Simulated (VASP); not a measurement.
LiBPt:

```xyz
3
Lattice="3.0961 0.0000 0.0000 0.0000 3.0961 0.0000 0.0000 0.0000 3.2654" Properties=species:S:1:pos:R:3 pbc="T T T"
Li    0.0000    0.0000    0.0000
B     1.5480    1.5480    1.6327
Pt    1.5480    1.5480    0.0000
```

The cell was built from a structure type or drawn by symmetry, and may not be a known phase.

- Program: VASP 6.6.1
- Task: relaxation of cell and atoms
- Functional: PBE
- Potentials or basis: VASP PAW PBE potentials, release 64 (Li_sv, B, Pt)
- Cutoff: 600 eV
- k mesh: 6 × 6 × 6
- Occupations: gaussian, width 0.1 eV
- Spin: no spin polarisation

At the start: pressure 120.7 GPa; volume 10.43 Å³/atom.

Task: How do energy, volume and symmetry change on relaxing?

Result: Over 11 steps the energy falls by 1907.1 meV/atom and the volume is 16.79 Å³/atom (+61.0 %); space group P4/mmm (No. 123, to 0.1 Å) before and after.

Step by step:
```
step  energy change (eV)  largest force (eV/Å)  pressure (GPa)  volume (Å³)
   1              0.0000                0.0000          120.74        31.30
   2              0.0972                0.0000          -11.36        76.39
   3             -1.8773                0.0000          -13.31        65.61
   4             -3.4551                0.0000          -13.50        56.64
   5             -5.3296                0.0000            7.26        43.08
   6             -5.3470                0.0000            8.92        42.64
   7             -5.6551                0.0000            3.16        47.15
   8             -5.6958                0.0000            1.68        49.29
   9             -5.6978                0.0000            1.38        49.88
  10             -5.6953                0.0000           -1.53        51.06
  11             -5.7212                0.0000            0.02        50.38
```

Final structure:
```
Li B Pt
1.0
     3.54444    0.00000    0.00000
     0.00000    3.54444    0.00000
     0.00000    0.00000    4.01054
Li B Pt
1 1 1
Direct
  0.00000 0.00000 0.00000
  0.50000 0.50000 0.50000
  0.50000 0.50000 0.00000
```

Caveat: the cutoff is under 1.25 times the usual one of these potentials, so pressure, stress and relaxed cells hold a basis-set (Pulay) error; the volume moved by over 15 % at a fixed basis, so the end points are rough.
